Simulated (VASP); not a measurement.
# AlN (I4/mmm) in VASP: further runs, part 2 of 3

VASP 6.6.1. The steps go on from the part before.

## (3) Electric field gradients, LDA (zz strain of +1 %)

INCAR reads:

```
SYSTEM = AlN
  PREC = Accurate
  ENCUT = 520
  EDIFF = 1E-8
  ISMEAR = -1
  SIGMA = 0.02
  LREAL = .False.
  LASPH = .True.
  NELM = 120
  ALGO = Normal
  ISIF = 2
  LWAVE = .False.
  LCHARG = .False.
  GGA = CA
  LEFG = .True.
  NBANDS = 11
  GGA_COMPAT = .False.
```

KPOINTS reads:

```
Automatic mesh
0
Gamma
  10 10 10
  0 0 0
```

POSCAR reads:

```
AlN
1.0
    0.0000000000      1.9780000000      1.9977800000
    1.9780000000      0.0000000000      1.9977800000
    1.9780000000      1.9780000000      0.0000000000
Al N
1 1
Direct
    0.0000000000      0.0000000000      0.0000000000
    0.5000000000      0.5000000000      0.5000000000
```

Potentials or basis: VASP PAW LDA potentials, release 64 (Al, N).

Command:

```sh
> cat potpaw_LDA.64/Al/POTCAR potpaw_LDA.64/N/POTCAR > POTCAR
> mpirun -np 1 vasp_std > vasp.out
```

OUTCAR:

```text
SYSTEM = AlN
   PREC = Accurate
   ENCUT = 520
   EDIFF = 1E-8
   ISMEAR = -1
   LREAL = .False.
   LASPH = .True.
   NELM = 120
   ISIF = 2
   GGA = CA

 ion  position               nearest neighbor table
   1  0.000  0.000  0.000-   2 1.98   2 1.98   2 1.98   2 1.98   2 2.00   2 2.00
   2  0.500  0.500  0.500-   1 1.98   1 1.98   1 1.98   1 1.98   1 2.00   1 2.00

  LATTYP: Found a body centered tetragonal cell.
 ALAT       =     2.7973144264
 C/A-ratio  =     1.4283556980

  Lattice vectors:

 A1 = (  -1.9780000000,   0.0000000000,   1.9977800000)
 A2 = (   1.9780000000,   0.0000000000,   1.9977800000)
 A3 = (   0.0000000000,   1.9780000000,  -1.9977800000)

Analysis of symmetry for initial positions (statically):
=====================================================================
 Subroutine PRICEL returns:
 Original cell was already a primitive cell.

 Routine SETGRP: Setting up the symmetry group for a
 body centered tetragonal supercell.

 Subroutine GETGRP returns: Found 16 space group operations
 (whereof 16 operations were pure point group operations)
 out of a pool of 16 trial point group operations.

The static configuration has the point symmetry D_4h.

Analysis of symmetry for dynamics (positions and initial velocities):
=====================================================================
 Subroutine PRICEL returns:
 Original cell was already a primitive cell.

 Routine SETGRP: Setting up the symmetry group for a
 body centered tetragonal supercell.

 Subroutine GETGRP returns: Found 16 space group operations
 (whereof 16 operations were pure point group operations)
 out of a pool of 16 trial point group operations.

The dynamic configuration has the point symmetry D_4h.

 Subroutine INISYM returns: Found 16 space group operations
 (whereof 16 operations are pure point group operations),
 and found     1 'primitive' translations

----------------------------------------------------------------------------------------

                                     Primitive cell

  volume of cell :      15.6326

  direct lattice vectors                    reciprocal lattice vectors
     0.000000000  1.978000000  1.997780000    -0.252780586  0.252780586  0.250277808
     1.978000000  0.000000000  1.997780000     0.252780586 -0.252780586  0.250277808
     1.978000000  1.978000000  0.000000000     0.252780586  0.252780586 -0.250277808

  length of vectors
     2.811335791  2.811335791  2.797314426     0.436388624  0.436388624  0.436388624

  position of ions in fractional coordinates (direct lattice)
     0.000000000  0.000000000  0.000000000
     0.500000000  0.500000000  0.500000000

  ion indices of the primitive-cell ions
   primitive index   ion index
                 1           1
                 2           2

----------------------------------------------------------------------------------------

 KPOINTS: Automatic mesh

Automatic generation of k-mesh.
 Grid dimensions read from file:
 generate k-points for:   10   10   10

 Generating k-lattice:

[... 80 lines left out ...]
     AMIX     =   0.40;   BMIX     =  1.00
     AMIX_MAG =   1.60;   BMIX_MAG =  1.00
  volume/ion in A,a.u.               =       7.82        52.75
  Fermi-wavevector in a.u.,A,eV,Ry     =   1.309468  2.474535 23.329982  1.714705
  Thomas-Fermi vector in A             =   2.440064
   LORBIT       =      0    0 simple, 1 ext, 2 COOP (PROOUT), +10 PAW based schemes
   GGA     = CA    functional components
   LHFCALC =     F    Hartree Fock is set to
   AEXX    =    0.0000 exact exchange contribution
   IVDW    =     0    specifies the selected vdW correction
   LEPSILON=     F    determine dielectric tensor
   LRPA    =     F    only Hartree local field effects (RPA)
 non-spin polarized calculation
  energy-cutoff  :      520.00
  volume of cell :       15.63
 maximum number of plane-waves:       444
 NGX is ok and might be reduce to    24
   NGX = 11   NGY = 11   NGZ = 11

 number of electron       7.9999999 magnetization

 Free energy of the ion-electron system (eV)
  ---------------------------------------------------
  ext. energy  EPLUGINS =         0.00000000
  ---------------------------------------------------
  free energy    TOTEN  =       -16.21276520 eV

  energy without entropy =      -16.21276520  energy(sigma->0) =      -16.21276520

 E-fermi :  10.9706     XC(G=0): -12.8359

 val. band max:       10.4962252429   @ k =   0.0000   0.0000   0.0000
 cond. band min:      15.4229873709   @ k =   0.5000   0.0000   0.5000
 fundamental gap:      4.9267621280
 Fermi energy:        10.9705670667

 k-point     1 :       0.0000    0.0000    0.0000
  band No.  band energies     occupation
      1      -7.4752      2.00000
      2      10.4266      2.00000
      3      10.4266      2.00000
      4      10.4962      2.00000
      5      17.0457      0.00000
      6      22.5519      0.00000
      7      22.6902      0.00000
      8      22.6902      0.00000
      9      28.0226      0.00000
     10      28.3219      0.00000
     11      28.6596      0.00000
[... 309 lines left out ...]
 k-point    24 :       0.4000    0.3000    0.0000
  band No.  band energies     occupation
      1      -4.2620      2.00000
      2       4.3862      2.00000
      3       7.4964      2.00000
      4       8.0699      2.00000
      5      16.7883      0.00000
      6      17.5761      0.00000
      7      23.1292      0.00000
      8      26.6176      0.00000
      9      27.4196      0.00000
     10      32.7619      0.00000
     11      35.7086      0.00000

 [... further k-points ...]

------------------------ aborting loop because EDIFF is reached ----------------------------------------

  FORCE on cell =-STRESS in cart. coord.  units (eV):
  Direction    XX          YY          ZZ          XY          YZ          ZX
  --------------------------------------------------------------------------------------
  -------------------------------------------------------------------------------------
  Total        1.1043477      1.1043477      0.7415325      0.0000000     -0.0000000      0.0000000
  in kB      113.1842967    113.1842967     75.9994702      0.0000000     -0.0000000      0.0000000
  external PRESSURE =     100.7893545 kB  Pullay stress =       0.0000000 kB

 VOLUME and BASIS-vectors are now :
 -----------------------------------------------------------------------------
  energy-cutoff  :      520.00
  volume of cell :       15.63
      direct lattice vectors                 reciprocal lattice vectors
     0.000000000  1.978000000  1.997780000    -0.252780586  0.252780586  0.250277808
     1.978000000  0.000000000  1.997780000     0.252780586 -0.252780586  0.250277808
     1.978000000  1.978000000  0.000000000     0.252780586  0.252780586 -0.250277808

 POSITION                                       TOTAL-FORCE (eV/Angst)
 -----------------------------------------------------------------------------------
      0.00000      0.00000      0.00000         0.000000     -0.000000      0.000000
      1.97800      1.97800      1.99778        -0.000000      0.000000      0.000000
 -----------------------------------------------------------------------------------
    total drift:                               -0.000000     -0.000000      0.000000

  FREE ENERGIE OF THE ION-ELECTRON SYSTEM (eV)
  ---------------------------------------------------
  free  energy   TOTEN  =       -16.2127652035 eV

  energy  without entropy=      -16.2127652035  energy(sigma->0) =      -16.21276520

 Electric field gradients (V/A^2)
---------------------------------------------------------------------
 ion       V_xx      V_yy      V_zz      V_xy      V_xz      V_yz
---------------------------------------------------------------------
   1      -2.046    -2.046     4.091     0.000     0.000     0.000
   2      -0.691    -0.691     1.383     0.000     0.000     0.000
---------------------------------------------------------------------

 Electric field gradients after diagonalization (V/A^2)
 (convention: |V_zz| > |V_xx| > |V_yy|)
----------------------------------------------------------------------
 ion       V_xx      V_yy      V_zz     asymmetry (V_yy - V_xx)/ V_zz
----------------------------------------------------------------------
   1      -2.046    -2.046     4.091       0.000
   2      -0.692    -0.691     1.383       0.000
----------------------------------------------------------------------

           NMR quadrupolar parameters

 Cq : quadrupolar parameter    Cq=e*Q*V_zz/h
 eta: asymmetry parameters     (V_yy - V_xx)/ V_zz
 Q  : nuclear electric quadrupole moment in mb (millibarn)
----------------------------------------------------------------------
 ion       Cq(MHz)       eta       Q (mb)
----------------------------------------------------------------------
   1       0.010       0.000       1.000
   2       0.003       0.000       1.000
----------------------------------------------------------------------
```

OSZICAR:

```text
N       E                     dE             d eps       ncg     rms          rms(c)
DAV:   1     0.703462360014E+01    0.70346E+01   -0.41364E+03  2348   0.626E+02
DAV:   2    -0.175571828592E+02   -0.24592E+02   -0.23740E+02  2667   0.129E+02
DAV:   3    -0.181527596593E+02   -0.59558E+00   -0.59442E+00  2716   0.170E+01
DAV:   4    -0.181545981780E+02   -0.18385E-02   -0.18384E-02  2496   0.115E+00
DAV:   5    -0.181546081781E+02   -0.10000E-04   -0.10000E-04  2637   0.786E-02    0.793E+00
DAV:   6    -0.162745010151E+02    0.18801E+01   -0.80283E+00  2379   0.150E+01    0.287E+00
DAV:   7    -0.162318678646E+02    0.42633E-01   -0.14458E-01  2589   0.261E+00    0.178E+00
DAV:   8    -0.162128670977E+02    0.19001E-01   -0.12801E-02  2346   0.105E+00    0.259E-01
DAV:   9    -0.162127644233E+02    0.10267E-03   -0.53635E-04  2586   0.133E-01    0.152E-01
DAV:  10    -0.162127655580E+02   -0.11347E-05   -0.18816E-05  2451   0.317E-02    0.239E-02
DAV:  11    -0.162127652119E+02    0.34605E-06   -0.56335E-07  2597   0.547E-03    0.473E-03
DAV:  12    -0.162127652035E+02    0.84583E-08   -0.34670E-08  2495   0.134E-03
   1 F= -.16212765E+02 E0= -.16212765E+02  d E =-.532129E-13
```

stdout:

```text
POSCAR found type information on POSCAR AlN
 POSCAR found :  2 types and       2 ions
 scaLAPACK will be used
 LDA part: xc-table for (Slater(with rela. corr.)+CA(PZ))
 , standard interpolation
 POSCAR, INCAR and KPOINTS ok, starting setup
 FFT: planning ... GRIDC
 FFT: planning ... GRID_SOFT
 FFT: planning ... GRID
 WAVECAR not read
 entering main loop
ion   1

ion   2
```

Wall time 30 s (1 thread of AMD EPYC 7R13, shared host); peak memory 0.1 GiB.

Results:

- Free energy: -16.2128 eV
- Pressure: 10.1 GPa
- Band gap on the k mesh: 4.93 eV (least direct gap 6.55 eV)
- Largest electric field gradient by atom: Al +4.1; N +1.4 V/Å²

Stress tensor (GPa, compression positive):
```
11.32  0.00  0.00
 0.00 11.32  0.00
 0.00  0.00  7.60
```

Electric field gradients, principal values (V/Å²):
| atom | least | middle | greatest (by size) |
| --- | --- | --- | --- |
| 1 Al | -2.046 | -2.046 | 4.091 |
| 2 N | -0.691 | -0.692 | 1.383 |

Caveat: the cell differs from its parent crystal (zz strain of +1 %); the cell stands under pressure; without QUAD_EFG the Cq values of the log hold for a quadrupole moment of 1 mb, not for the nuclei. A k mesh can miss the band edges.

## (4) Electric field gradients, LDA (zz strain of +1 %)

INCAR reads:

```
SYSTEM = AlN
PREC = Accurate
ENCUT = 520
EDIFF = 1E-8
ISMEAR = -1
SIGMA = 0.02
LREAL = .FALSE.
LASPH = .TRUE.
NELM = 120
ALGO = Normal
ISIF = 2
LWAVE = .FALSE.
LCHARG = .FALSE.
LEFG = .TRUE.
NBANDS = 11
GGA_COMPAT = .FALSE.
```

KPOINTS reads:

```
Automatic mesh
0
G
  10 10 10
  0 0 0
```

POSCAR is that of step 3.

Potentials or basis: VASP PAW LDA potentials, release 64 (Al, N).

Command:

```sh
> cat potpaw_LDA.64/Al/POTCAR potpaw_LDA.64/N/POTCAR > POTCAR
> mpirun -np 1 vasp_std > vasp.out
```

OUTCAR:

```text
SYSTEM = AlN
   PREC = Accurate
   ENCUT = 520
   EDIFF = 1E-8
   ISMEAR = -1
   LREAL = .FALSE.
   LASPH = .TRUE.
   NELM = 120
   ISIF = 2

 ion  position               nearest neighbor table
   1  0.000  0.000  0.000-   2 1.98   2 1.98   2 1.98   2 1.98   2 2.00   2 2.00
   2  0.500  0.500  0.500-   1 1.98   1 1.98   1 1.98   1 1.98   1 2.00   1 2.00

  LATTYP: Found a body centered tetragonal cell.
 ALAT       =     2.7973144264
 C/A-ratio  =     1.4283556980

  Lattice vectors:

 A1 = (  -1.9780000000,   0.0000000000,   1.9977800000)
 A2 = (   1.9780000000,   0.0000000000,   1.9977800000)
 A3 = (   0.0000000000,   1.9780000000,  -1.9977800000)

Analysis of symmetry for initial positions (statically):
=====================================================================
 Subroutine PRICEL returns:
 Original cell was already a primitive cell.

 Routine SETGRP: Setting up the symmetry group for a
[... 525 lines left out ...]
  energy-cutoff  :      520.00
  volume of cell :       15.63
      direct lattice vectors                 reciprocal lattice vectors
     0.000000000  1.978000000  1.997780000    -0.252780586  0.252780586  0.250277808
     1.978000000  0.000000000  1.997780000     0.252780586 -0.252780586  0.250277808
     1.978000000  1.978000000  0.000000000     0.252780586  0.252780586 -0.250277808

 POSITION                                       TOTAL-FORCE (eV/Angst)
 -----------------------------------------------------------------------------------
      0.00000      0.00000      0.00000         0.000000     -0.000000      0.000000
      1.97800      1.97800      1.99778        -0.000000      0.000000      0.000000
 -----------------------------------------------------------------------------------
    total drift:                               -0.000000     -0.000000      0.000000

  FREE ENERGIE OF THE ION-ELECTRON SYSTEM (eV)
  ---------------------------------------------------
  free  energy   TOTEN  =       -16.2127652035 eV

  energy  without entropy=      -16.2127652035  energy(sigma->0) =      -16.21276520

 Electric field gradients (V/A^2)
---------------------------------------------------------------------
 ion       V_xx      V_yy      V_zz      V_xy      V_xz      V_yz
---------------------------------------------------------------------
   1      -2.046    -2.046     4.091     0.000     0.000     0.000
   2      -0.691    -0.691     1.383     0.000     0.000     0.000
---------------------------------------------------------------------

 Electric field gradients after diagonalization (V/A^2)
 (convention: |V_zz| > |V_xx| > |V_yy|)
----------------------------------------------------------------------
 ion       V_xx      V_yy      V_zz     asymmetry (V_yy - V_xx)/ V_zz
----------------------------------------------------------------------
   1      -2.046    -2.046     4.091       0.000
   2      -0.692    -0.691     1.383       0.000
----------------------------------------------------------------------

           NMR quadrupolar parameters

 Cq : quadrupolar parameter    Cq=e*Q*V_zz/h
 eta: asymmetry parameters     (V_yy - V_xx)/ V_zz
 Q  : nuclear electric quadrupole moment in mb (millibarn)
----------------------------------------------------------------------
 ion       Cq(MHz)       eta       Q (mb)
----------------------------------------------------------------------
   1       0.010       0.000       1.000
   2       0.003       0.000       1.000
----------------------------------------------------------------------
```

OSZICAR:

```text
N       E                     dE             d eps       ncg     rms          rms(c)
DAV:   1     0.703462360014E+01    0.70346E+01   -0.41364E+03  2348   0.626E+02
DAV:   2    -0.175571828592E+02   -0.24592E+02   -0.23740E+02  2667   0.129E+02
DAV:   3    -0.181527596593E+02   -0.59558E+00   -0.59442E+00  2716   0.170E+01
DAV:   4    -0.181545981780E+02   -0.18385E-02   -0.18384E-02  2496   0.115E+00
DAV:   5    -0.181546081781E+02   -0.10000E-04   -0.10000E-04  2637   0.786E-02    0.793E+00
DAV:   6    -0.162745010151E+02    0.18801E+01   -0.80283E+00  2379   0.150E+01    0.287E+00
DAV:   7    -0.162318678646E+02    0.42633E-01   -0.14458E-01  2589   0.261E+00    0.178E+00
DAV:   8    -0.162128670977E+02    0.19001E-01   -0.12801E-02  2346   0.105E+00    0.259E-01
DAV:   9    -0.162127644233E+02    0.10267E-03   -0.53635E-04  2586   0.133E-01    0.152E-01
DAV:  10    -0.162127655580E+02   -0.11347E-05   -0.18816E-05  2451   0.317E-02    0.239E-02
DAV:  11    -0.162127652119E+02    0.34605E-06   -0.56335E-07  2597   0.547E-03    0.473E-03
DAV:  12    -0.162127652035E+02    0.84583E-08   -0.34670E-08  2495   0.134E-03
   1 F= -.16212765E+02 E0= -.16212765E+02  d E =-.532129E-13
```

stdout:

```text
POSCAR found type information on POSCAR AlN
 POSCAR found :  2 types and       2 ions
 scaLAPACK will be used
 LDA part: xc-table for (Slater(with rela. corr.)+CA(PZ))
 , standard interpolation
 POSCAR, INCAR and KPOINTS ok, starting setup
 FFT: planning ... GRIDC
 FFT: planning ... GRID_SOFT
 FFT: planning ... GRID
 WAVECAR not read
 entering main loop
ion   1

ion   2
```

Wall time 29 s (1 thread of AMD EPYC 7R13, shared host); peak memory 0.1 GiB.

What came out:

```
Free energy                             : -16.2128 eV
Pressure                                : 10.1 GPa
Band gap on the k mesh                  : 4.93 eV (least direct gap 6.55 eV)
Largest electric field gradient by atom : Al +4.1; N +1.4 V/Å²
```

Electric field gradients, principal values (V/Å²):
```tsv
atom	least	middle	greatest (by size)
1 Al	-2.046	-2.046	4.091
2 N	-0.691	-0.692	1.383
```

Caveat: the cell differs from its parent crystal (zz strain of +1 %); the cell stands under pressure; without QUAD_EFG the Cq values of the log hold for a quadrupole moment of 1 mb, not for the nuclei. A k mesh can miss the band edges.

(Continued in part 3 of 3.)
